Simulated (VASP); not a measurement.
# Be (P6_3/mmc) in VASP: notebook, part 2 of 2

VASP 6.6.1. Earlier steps stand in the parts before.

## 3. Relaxation of shape and atoms at fixed volume, PBE (7.44 Å³/atom)

This run uses another cell than the first one, of 7.44 Å³/atom.

The input, INCAR:

```
SYSTEM = Be
ALGO = Normal
EDIFF = 1E-7
EDIFFG = -0.01
ENCUT = 600
GGA = PE
IBRION = 2
ISIF = 4
ISMEAR = 0
LASPH = .True.
LCHARG = .False.
LREAL = .False.
LWAVE = .False.
NELM = 60
NSW = 50
PREC = Accurate
SIGMA = 0.1
```

The input, KPOINTS:

```
k-points
0
Gamma
  24 24 12
  0 0 0
```

The input, POSCAR:

```
Be
1.0
    2.2177894080      0.0000000000      0.0000000000
   -1.1088947040      1.9206619676      0.0000000000
    0.0000000000      0.0000000000      3.4913356838
Be
2
Direct
    0.3333333333      0.6666666667      0.2500000000
    0.6666666667      0.3333333333      0.7500000000
```

Potentials or basis: VASP PAW PBE potentials, release 64 (Be).

Started as:

```bash
$ cat potpaw_PBE.64/Be/POTCAR > POTCAR
$ mpirun -np 1 vasp_std > vasp.out
```

OUTCAR:

```text
SYSTEM = Be
   EDIFF = 1E-7
   EDIFFG = -0.01
   ENCUT = 600
   GGA = PE
   IBRION = 2
   ISIF = 4
   ISMEAR = 0
   LASPH = .True.
   LREAL = .False.
   NELM = 60
   NSW = 50
   PREC = Accurate

 ion  position               nearest neighbor table
   1  0.333  0.667  0.250-   2 2.16   2 2.16   2 2.16   2 2.16   2 2.16   2 2.16
   2  0.667  0.333  0.750-   1 2.16   1 2.16   1 2.16   1 2.16   1 2.16   1 2.16

  LATTYP: Found a hexagonal cell.
 ALAT       =     2.2177894080
 C/A-ratio  =     1.5742413014

  Lattice vectors:

 A1 = (   2.2177894080,   0.0000000000,   0.0000000000)
 A2 = (  -1.1088947040,   1.9206619676,   0.0000000000)
 A3 = (   0.0000000000,   0.0000000000,   3.4913356838)

Analysis of symmetry for initial positions (statically):
=====================================================================
 Subroutine PRICEL returns:
 Original cell was already a primitive cell.

 Routine SETGRP: Setting up the symmetry group for a
 hexagonal supercell.

 Subroutine GETGRP returns: Found 24 space group operations
 (whereof 12 operations were pure point group operations)
 out of a pool of 24 trial point group operations.

The static configuration has the point symmetry D_3d.
 The point group associated with its full space group is D_6h.

Analysis of symmetry for dynamics (positions and initial velocities):
=====================================================================
 Subroutine PRICEL returns:
 Original cell was already a primitive cell.

 Routine SETGRP: Setting up the symmetry group for a
 hexagonal supercell.

[... 170 lines left out ...]
  volume of cell :       14.87
      direct lattice vectors                 reciprocal lattice vectors
     2.217789408  0.000000000  0.000000000     0.450899439  0.260326913  0.000000000
    -1.108894704  1.920661968  0.000000000     0.000000000  0.520653825  0.000000000
     0.000000000  0.000000000  3.491335684     0.000000000  0.000000000  0.286423332

 POSITION                                       TOTAL-FORCE (eV/Angst)
 -----------------------------------------------------------------------------------
     -0.00000      1.28044      0.87283        -0.000000      0.000000      0.000000
      1.10889      0.64022      2.61850         0.000000     -0.000000      0.000000
 -----------------------------------------------------------------------------------
    total drift:                                0.000000     -0.000000      0.000000

  FREE ENERGIE OF THE ION-ELECTRON SYSTEM (eV)
  ---------------------------------------------------
  free  energy   TOTEN  =        -7.5077052071 eV

  energy  without entropy=       -7.5066773531  energy(sigma->0) =       -7.50719128

--------------------------------------- Ionic step        2  -------------------------------------------

 number of electron       4.0000000 magnetization

 Free energy of the ion-electron system (eV)
  ---------------------------------------------------
  ext. energy  EPLUGINS =         0.00000000
  ---------------------------------------------------
  free energy    TOTEN  =        -7.50774810 eV

  energy without entropy =       -7.50670203  energy(sigma->0) =       -7.50722506

 E-fermi :   7.5017     XC(G=0): -10.8090

 val. band max:        7.4692715723   @ k =   0.2917   0.2917   0.0000
 cond. band min:       7.5057172374   @ k =   0.2917   0.2917   0.0833
 fundamental gap:      0.0364456651
 Fermi energy:         7.5017388763

 k-point     1 :       0.0000    0.0000    0.0000
  band No.  band energies     occupation
      1      -4.1523      2.00000
      2       2.8593      2.00000
      3       8.8402      0.00000
      4      24.3531      0.00000
      5      24.3531      0.00000
      6      27.3169      0.00000
[... 199 lines left out ...]
 k-point    24 :       0.4583    0.0417    0.0000
  band No.  band energies     occupation
      1       2.1987      2.00000
      2       4.5585      2.00000
      3      11.1798      0.00000
      4      14.5131      0.00000
      5      14.6409      0.00000
      6      16.3347      0.00000

 [... further k-points ...]
[... 5 lines left out ...]
  --------------------------------------------------------------------------------------
  -------------------------------------------------------------------------------------
  Total        0.7944618      0.7944618      0.8033964      0.0000000      0.0000000      0.0000000
  in kB       85.5895560     85.5895560     86.5521025      0.0000000      0.0000000      0.0000000
  external PRESSURE =      85.9104048 kB  Pullay stress =       0.0000000 kB

 VOLUME and BASIS-vectors are now :
 -----------------------------------------------------------------------------
  energy-cutoff  :      600.00
  volume of cell :       14.87
      direct lattice vectors                 reciprocal lattice vectors
     2.216560287  0.000000000  0.000000000     0.451149471  0.260471268  0.000000000
    -1.108280144  1.919597518  0.000000000     0.000000000  0.520942537 -0.000000000
    -0.000000000  0.000000000  3.495208769     0.000000000 -0.000000000  0.286105943

 POSITION                                       TOTAL-FORCE (eV/Angst)
 -----------------------------------------------------------------------------------
     -0.00000      1.27973      0.87380        -0.000000      0.000000      0.000000
      1.10828      0.63987      2.62141         0.000000     -0.000000      0.000000
 -----------------------------------------------------------------------------------
    total drift:                                0.000000     -0.000000      0.000000

  FREE ENERGIE OF THE ION-ELECTRON SYSTEM (eV)
  ---------------------------------------------------
  free  energy   TOTEN  =        -7.5077480953 eV

  energy  without entropy=       -7.5067020329  energy(sigma->0) =       -7.50722506

 reached required accuracy - stopping structural energy minimisation
```

Wall time 72 s (1 thread of Intel Xeon 8259CL, shared host); peak memory 0.16 GiB.

Results:

| Quantity | Value |
| --- | --- |
| Free energy | -7.5077 eV |
| Energy gained by relaxing | 0.0 meV/atom |
| Ionic steps | 2 |
| Pressure after relaxing | 8.6 GPa |
| Band gap on the k mesh | zero (bands 2 and 3 overlap by 2.15 eV) |

Stress tensor (GPa, compression positive):
```
8.56 0.00 0.00
0.00 8.56 0.00
0.00 0.00 8.66
```

Final structure:
```
CELL_PARAMETERS angstrom
2.21656 0.00000 0.00000
-1.10828 1.91960 0.00000
0.00000 0.00000 3.49521
ATOMIC_POSITIONS crystal
Be 0.33333 0.66667 0.25000
Be 0.66667 0.33333 0.75000
```

## 4. Relaxation of shape and atoms at fixed volume, PBE (7.67 Å³/atom)

This run uses another cell than the first one, of 7.67 Å³/atom.

The input, INCAR:

```
PREC = Accurate
ENCUT = 600
EDIFF = 1E-7
ISMEAR = 0
SIGMA = 0.1
LREAL = F
LASPH = T
NELM = 80
ALGO = Fast
ISIF = 4
LWAVE = F
LCHARG = F
GGA = PE
IBRION = 2
NSW = 50
EDIFFG = -0.01
```

The input, KPOINTS:

```
regular mesh
0
Gamma
  24 24 12
```

The input, POSCAR:

```
Be
1.0
    2.2420867728      0.0000000000      0.0000000000
   -1.1210433864      1.9417041028      0.0000000000
    0.0000000000      0.0000000000      3.5250985647
Be
2
Direct
    0.3333333333      0.6666666667      0.2500000000
    0.6666666667      0.3333333333      0.7500000000
```

Started as:

```bash
$ cat potpaw_PBE.64/Be/POTCAR > POTCAR
$ mpirun -np 1 vasp_std > vasp.out
```

Run time: 86 s. Hardware: 1 thread of Intel Xeon 8259CL, shared host; peak memory 0.16 GiB.

Results (log left out):

```yaml
Free_energy: -7.5264 eV
Energy_gained_by_relaxing: 0.0 meV/atom
Ionic_steps: 2
Pressure_after_relaxing: 4.1 GPa
Band_gap_on_the_k_mesh: zero (bands 2 and 3 overlap by 2.12 eV)
```

Stress tensor (GPa, compression positive):
```
4.06 0.00 0.00
0.00 4.06 0.00
0.00 0.00 4.16
```

Final structure:
```yaml
crystal:
  lattice:
    - [2.24107, 0.00000, 0.00000]
    - [-1.12054, 1.94083, 0.00000]
    - [0.00000, 0.00000, 3.52829]
  atoms:
    - { symbol: Be, position: [0.33333, 0.66667, 0.25000] }
    - { symbol: Be, position: [0.66667, 0.33333, 0.75000] }
```

Levels at points of the mesh, in eV from the Fermi level:
| k point | band 1 | band 2 | band 3 | band 4 | band 5 |
| --- | --- | --- | --- | --- | --- |
| (0.00, 0.00, 0.00) | -11.48 | -4.51 | 1.26 | 16.41 | 16.41 |
| (0.50, 0.00, 0.00) | -5.08 | -3.12 | 3.75 | 6.64 | 7.00 |
| (0.00, 0.00, 0.50) | -9.29 | -9.29 | 11.01 | 11.01 | 18.10 |
| (0.50, 0.00, 0.50) | -3.68 | -3.68 | 1.71 | 1.71 | 12.33 |

## 5. The runs side by side

| cell | gap on the mesh (eV) | pressure (GPa) |
| --- | --- | --- |
| relaxed from a = 2.193, b = 2.193, c = 3.457 Å, angles 90.0, 90.0, 120.0°, 2 atoms | none | 13.7 |
| relaxed from a = 2.218, b = 2.218, c = 3.491 Å, angles 90.0, 90.0, 120.0°, 2 atoms | none | 8.6 |
| relaxed from a = 2.242, b = 2.242, c = 3.525 Å, angles 90.0, 90.0, 120.0°, 2 atoms | none | 4.1 |

Alike in all rows: task relaxation of shape and atoms at fixed volume; level PBE; potentials or basis VASP PAW PBE potentials, release 64 (Be); no spin polarisation; k mesh 24 × 24 × 12; cutoff (eV) 600; smearing gaussian 0.1 eV.

Absolute energies hang on the potentials; compare differences alone.

The gap in the log of VASP goes by the Fermi energy; the results here count the filled bands.